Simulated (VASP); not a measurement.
# NaH in VASP: further runs

NaH is run at these levels: PBEsol; tasks: single point, relaxation of cell and atoms.

All numbers are computed with VASP 6.6.1; they aren't measurements. Logs are shortened: lines on timing, memory, paths and dates and some standing lists are left out, and cuts for length are marked.

**1. The cell of the first run**

Symmetry: F-43m, No. 216, cubic system. The conventional cell has a = 5.177 Å, b = 5.177 Å, c = 5.177 Å, α = 90.00°, β = 90.00°, γ = 90.00°. Within 3.0 Å of Na (site symmetry -43m) lie 4 H at 2.24 Å. Within 3.0 Å of H (site symmetry -43m) lie 4 Na at 2.24 Å.

**2. Single point, PBEsol**

INCAR reads:

```
SYSTEM = NaH
PREC     = Accurate       ! precision mode
ENCUT    = 520            ! plane-wave cutoff, eV
EDIFF    = 1E-7           ! SCF threshold, eV
ISMEAR   = -1             ! smearing method
SIGMA    = 0.03           ! smearing width, eV
LREAL    = .FALSE.        ! projectors in reciprocal space
LASPH    = .TRUE.         ! aspherical terms in the spheres
NELM     = 60             ! most SCF steps
ALGO     = Normal         ! electronic algorithm
ISIF     = 2              ! what is computed and relaxed
LWAVE    = .FALSE.        ! write WAVECAR
LCHARG   = .FALSE.        ! write CHGCAR
GGA      = PS             ! functional
NBANDS   = 11             ! bands
```

KPOINTS reads:

```
Automatic mesh
0
G
  8 8 8
  0 0 0
```

POSCAR reads:

```
NaH
1.0
    0.0000000000      2.5887215753      2.5887215753
    2.5887215753      0.0000000000      2.5887215753
    2.5887215753      2.5887215753      0.0000000000
Na H
1 1
Direct
    0.0000000000      0.0000000000      0.0000000000
    0.2500000000      0.2500000000      0.2500000000
```

Potentials or basis: VASP PAW PBE potentials, release 64 (Na_pv, H).

The run is started by

```sh
$ cat potpaw_PBE.64/Na_pv/POTCAR potpaw_PBE.64/H/POTCAR > POTCAR
$ mpirun -np 1 vasp_std > vasp.out
```

OUTCAR:

```text
SYSTEM = NaH
   PREC = Accurate
   ENCUT = 520
   EDIFF = 1E-7
   ISMEAR = -1
   LREAL = .FALSE.
   LASPH = .TRUE.
   NELM = 60
   ISIF = 2
   GGA = PS

 ion  position               nearest neighbor table
   1  0.000  0.000  0.000-
   2  0.250  0.250  0.250-

  LATTYP: Found a face centered cubic cell.
 ALAT       =     5.1774431506

  Lattice vectors:

 A1 = (   0.0000000000,   2.5887215753,   2.5887215753)
 A2 = (   2.5887215753,   0.0000000000,   2.5887215753)
 A3 = (   2.5887215753,   2.5887215753,   0.0000000000)

Analysis of symmetry for initial positions (statically):
=====================================================================
 Subroutine PRICEL returns:
 Original cell was already a primitive cell.

 Routine SETGRP: Setting up the symmetry group for a
 face centered cubic supercell.

 Subroutine GETGRP returns: Found 24 space group operations
 (whereof 24 operations were pure point group operations)
 out of a pool of 48 trial point group operations.

The static configuration has the point symmetry T_d .

Analysis of symmetry for dynamics (positions and initial velocities):
=====================================================================
 Subroutine PRICEL returns:
 Original cell was already a primitive cell.

 Routine SETGRP: Setting up the symmetry group for a
 face centered cubic supercell.

 Subroutine GETGRP returns: Found 24 space group operations
 (whereof 24 operations were pure point group operations)
 out of a pool of 48 trial point group operations.

The dynamic configuration has the point symmetry T_d .

 Subroutine INISYM returns: Found 24 space group operations
 (whereof 24 operations are pure point group operations),
 and found     1 'primitive' translations

----------------------------------------------------------------------------------------

                                     Primitive cell

  volume of cell :      34.6965

  direct lattice vectors                    reciprocal lattice vectors
     0.000000000  2.588721575  2.588721575    -0.193145530  0.193145530  0.193145530
     2.588721575  0.000000000  2.588721575     0.193145530 -0.193145530  0.193145530
     2.588721575  2.588721575  0.000000000     0.193145530  0.193145530 -0.193145530

  length of vectors
     3.661005161  3.661005161  3.661005161     0.334537871  0.334537871  0.334537871

  position of ions in fractional coordinates (direct lattice)
     0.000000000  0.000000000  0.000000000
     0.250000000  0.250000000  0.250000000

  ion indices of the primitive-cell ions
   primitive index   ion index
                 1           1
                 2           2

----------------------------------------------------------------------------------------

 KPOINTS: Automatic mesh

Automatic generation of k-mesh.
 Grid dimensions read from file:
 generate k-points for:    8    8    8

 Generating k-lattice:

  Cartesian coordinates                     Fractional coordinates (reciprocal lattice)
    -0.024143191  0.024143191  0.024143191     0.125000000  0.000000000  0.000000000
     0.024143191 -0.024143191  0.024143191     0.000000000  0.125000000  0.000000000
     0.024143191  0.024143191 -0.024143191     0.000000000  0.000000000  0.125000000

  Length of vectors
     0.041817234  0.041817234  0.041817234

  Shift w.r.t. Gamma in fractional coordinates (k-lattice)
     0.000000000  0.000000000  0.000000000

 Subroutine IBZKPT returns following result:
 ===========================================

 Found     29 irreducible k-points:

 Following reciprocal coordinates:
            Coordinates               Weight
  0.000000  0.000000  0.000000      1.000000
  0.125000  0.000000  0.000000      8.000000
  0.250000  0.000000  0.000000      8.000000
  0.375000  0.000000  0.000000      8.000000
  0.500000  0.000000  0.000000      4.000000
  0.125000  0.125000  0.000000      6.000000
[... 16 lines left out ...]
  0.500000  0.250000  0.125000     48.000000
 -0.375000  0.250000  0.125000     24.000000
 [... further k-points ...]
   k-points           NKPTS =     29   k-points in BZ     NKDIM =     29   number of bands    NBANDS=     11
   number of dos      NEDOS =    301   number of ions     NIONS =      2
   total plane-waves  NPLWV =  21952
   dimension x,y,z NGX =    28 NGY =   28 NGZ =   28
   dimension x,y,z NGXF=    56 NGYF=   56 NGZF=   56
   ions per type =               1   1
   NGX,Y,Z   is equivalent  to a cutoff of  12.71, 12.71, 12.71 a.u.
   NGXF,Y,Z  is equivalent  to a cutoff of  25.43, 25.43, 25.43 a.u.
 SYSTEM =  NaH
   PREC   = accura    normal or accurate (medium, high low for compatibility)
   ISTART =      0    job   : 0-new  1-cont  2-samecut
   ICHARG =      2    charge: 1-file 2-atom 10-const
   ISPIN  =      1    spin polarized calculation?
   LNONCOLLINEAR =      F non collinear calculations
   LSORBIT =      F    spin-orbit coupling
   LASPH  =      T    aspherical Exc in radial PAW
   ENCUT  =  520.0 eV  38.22 Ry    6.18 a.u.   6.81  6.81  6.81*2*pi/ulx,y,z
   NELM   =     60;   NELMIN=  2; NELMDL= -5     # of ELM steps
   EDIFF  = 0.1E-06   stopping-criterion for ELM
   LREAL  =      F    real-space projection
   EDIFFG = 0.1E-05   stopping-criterion for IOM
   NSW    =      0    number of steps for IOM
   IBRION =     -1    ionic relax: 0-MD 1-quasi-New 2-CG
   NFREE  =      0    steps in history (QN), initial steepest desc. (CG)
   ISIF   =      2    stress and relaxation
   ISYM   =      2    0-nonsym 1-usesym 2-fastsym
   POTIM  = 0.5000    time-step for ionic-motion
   TEBEG  =    0.0;   TEEND  =   0.0 temperature during run
   PSTRESS=    0.0 pullay stress
   NELECT =       8.0000    total number of electrons
   NUPDOWN=      -1.0000    fix difference up-down
   EMIN   =  10.00;   EMAX   =-10.00  energy-range for DOS
   EFERMI =   0.00;   METHOD = LEGACY
   ISMEAR =    -1;   SIGMA  =   0.03  broadening in eV -4-tet -1-fermi 0-gaus
   EFERMI_NEDOS =   21; number of points for ismear=-14 and -15
   IALGO  =     38    algorithm
   IMIX   =      4    mixing-type and parameters
     AMIX     =   0.40;   BMIX     =  1.00
     AMIX_MAG =   1.60;   BMIX_MAG =  1.00
  volume/ion in A,a.u.               =      17.35       117.07
  Fermi-wavevector in a.u.,A,eV,Ry     =   1.003867  1.897033 13.711255  1.007749
  Thomas-Fermi vector in A             =   2.136446
   LORBIT       =      0    0 simple, 1 ext, 2 COOP (PROOUT), +10 PAW based schemes
   GGA     = PS    functional components
   LHFCALC =     F    Hartree Fock is set to
   AEXX    =    0.0000 exact exchange contribution
   IVDW    =     0    specifies the selected vdW correction
   LEPSILON=     F    determine dielectric tensor
   LRPA    =     F    only Hartree local field effects (RPA)
 non-spin polarized calculation
  energy-cutoff  :      520.00
  volume of cell :       34.70
 maximum number of plane-waves:       950
   NGX = 13   NGY = 13   NGZ = 13

 number of electron       8.0000009 magnetization

 Free energy of the ion-electron system (eV)
  ---------------------------------------------------
  ext. energy  EPLUGINS =         0.00000000
  ---------------------------------------------------
  free energy    TOTEN  =        -4.95626455 eV

  energy without entropy =       -4.95626455  energy(sigma->0) =       -4.95626455

 E-fermi :  -1.1105     XC(G=0):  -7.0429

 val. band max:       -1.8490175468   @ k =  -0.2500   0.5000   0.2500
 cond. band min:       1.5538744597   @ k =   0.5000   0.0000   0.0000
 fundamental gap:      3.4028920065
 Fermi energy:        -1.1105006816

 k-point     1 :       0.0000    0.0000    0.0000
  band No.  band energies     occupation
      1     -23.7371      2.00000
      2     -23.7371      2.00000
      3     -23.7371      2.00000
      4      -4.8087      2.00000
      5       6.3349      0.00000
      6      11.4093      0.00000
      7      11.4093      0.00000
      8      11.4093      0.00000
      9      14.0747      0.00000
     10      14.0747      0.00000
     11      14.0747      0.00000

 k-point     2 :       0.1250    0.0000    0.0000
  band No.  band energies     occupation
      1     -23.7446      2.00000
      2     -23.7381      2.00000
      3     -23.7381      2.00000
      4      -4.5854      2.00000
      5       5.6369      0.00000
      6      10.6014      0.00000
      7      11.1499      0.00000
      8      11.1499      0.00000
      9      14.6387      0.00000
     10      14.6387      0.00000
     11      14.7331      0.00000

 k-point     3 :       0.2500    0.0000    0.0000
  band No.  band energies     occupation
      1     -23.7626      2.00000
      2     -23.7405      2.00000
      3     -23.7405      2.00000
      4      -3.9565      2.00000
      5       4.0298      0.00000
      6       9.5522      0.00000
      7      10.7973      0.00000
      8      10.7973      0.00000
      9      13.7732      0.00000
     10      13.7732      0.00000
     11      14.8322      0.00000

 k-point     4 :       0.3750    0.0000    0.0000
  band No.  band energies     occupation
      1     -23.7804      2.00000
      2     -23.7428      2.00000
      3     -23.7428      2.00000
      4      -3.0974      2.00000
      5       2.3613      0.00000
      6       8.9444      0.00000
      7      10.6518      0.00000
      8      10.6518      0.00000
      9      12.6843      0.00000
     10      12.6843      0.00000
     11      14.0506      0.00000
[... 239 lines left out ...]
 k-point    22 :       0.3750    0.2500    0.1250
  band No.  band energies     occupation
      1     -23.7673      2.00000
      2     -23.7494      2.00000
      3     -23.7435      2.00000
      4      -3.4392      2.00000
      5       3.7271      0.00000
      6       7.4093      0.00000
      7       9.1530      0.00000
      8      10.9361      0.00000
      9      13.3973      0.00000
     10      13.8821      0.00000
     11      15.8319      0.00000

 k-point    23 :       0.5000    0.2500    0.1250
  band No.  band energies     occupation
      1     -23.7768      2.00000
      2     -23.7550      2.00000
      3     -23.7463      2.00000
      4      -2.6782      2.00000
      5       2.7571      0.00000
      6       6.2947      0.00000
      7       8.1845      0.00000
      8      11.2425      0.00000
      9      12.8015      0.00000
     10      15.0896      0.00000
     11      16.0686      0.00000

 k-point    24 :      -0.3750    0.2500    0.1250
  band No.  band energies     occupation
      1     -23.7808      2.00000
      2     -23.7569      2.00000
      3     -23.7478      2.00000
      4      -2.2568      2.00000
      5       2.2143      0.00000
      6       5.9818      0.00000
      7       7.8013      0.00000
      8      11.4319      0.00000
      9      12.3160      0.00000
     10      15.8862      0.00000
     11      17.2569      0.00000

 [... further k-points ...]
[... 5 lines left out ...]
  --------------------------------------------------------------------------------------
  -------------------------------------------------------------------------------------
  Total       -0.0024831     -0.0024831     -0.0024831      0.0000000     -0.0000000     -0.0000000
  in kB       -0.1146615     -0.1146615     -0.1146615      0.0000000     -0.0000000     -0.0000000
  external PRESSURE =      -0.1146615 kB  Pullay stress =       0.0000000 kB

 VOLUME and BASIS-vectors are now :
 -----------------------------------------------------------------------------
  energy-cutoff  :      520.00
  volume of cell :       34.70
      direct lattice vectors                 reciprocal lattice vectors
     0.000000000  2.588721575  2.588721575    -0.193145530  0.193145530  0.193145530
     2.588721575  0.000000000  2.588721575     0.193145530 -0.193145530  0.193145530
     2.588721575  2.588721575  0.000000000     0.193145530  0.193145530 -0.193145530

 POSITION                                       TOTAL-FORCE (eV/Angst)
 -----------------------------------------------------------------------------------
      0.00000      0.00000      0.00000        -0.000000     -0.000000      0.000000
      1.29436      1.29436      1.29436         0.000000      0.000000     -0.000000
 -----------------------------------------------------------------------------------
    total drift:                               -0.000001     -0.000001     -0.000001

  FREE ENERGIE OF THE ION-ELECTRON SYSTEM (eV)
  ---------------------------------------------------
  free  energy   TOTEN  =        -4.9562645461 eV

  energy  without entropy=       -4.9562645461  energy(sigma->0) =       -4.95626455
```

Run time: 9.3 s. Hardware: 1 thread of Intel Xeon Platinum 8259CL at 2.50GHz (Skylake/Cascade Lake), shared host; peak memory 0.15 GiB.

What came out:

```
Free energy            : -4.9563 eV
Pressure               : 0.0 GPa
Band gap on the k mesh : 3.40 eV (least direct gap 4.14 eV)
```

Caveat: the PAW data sets were made with another functional, which shifts forces and pressure a little. A k mesh can miss the band edges.

[end of part 1 of 2]
